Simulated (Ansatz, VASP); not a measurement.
Two plane-wave programs on Be2CdS2

```
Be Cd S
1.0
     4.39723    0.00000    0.00000
    -2.19862    3.80812    0.00000
     0.00000    0.00000    5.24624
Be Cd S
2 1 2
Direct
  0.66667 0.33333 0.21997
  0.66667 0.33333 0.78003
  0.00000 0.00000 0.50000
  0.00000 0.00000 0.00000
  0.33333 0.66667 0.50000
```

Change from the starting cell: species swapped into the Eu2ZnSb2 type (P-6m2, No. 187).

Alike in both runs: functional PBE; k mesh 12 × 12 × 6; occupations gaussian, width 0.1 eV; no spin polarisation.

Ansatz relaxed the structure, and its values are those at the end. VASP's run is a single point on that final structure, the one shown.

```csv
,VASP,Ansatz
version,VASP 6.6.1,Ansatz 0.2.0
potentials or method,"VASP PAW PBE potentials, release 64 (Be, Cd, S), cutoff 520 eV","scalar-relativistic, plane waves, PAW"
valence electrons in the cell,28,36
```

```csv
,VASP,Ansatz,Ansatz less VASP
gap on the k mesh at the Fermi level (eV),none,none,-
pressure (GPa),0.3,0.0,-0.32
```

A gap of «none» marks a metal or a gap that the smearing closes. The functional is the same, so the differences come from potentials, cutoffs and numerics. VASP's potentials hold 28 valence electrons a cell and Ansatz's 36, so a difference there can come from the potentials and not from the codes.
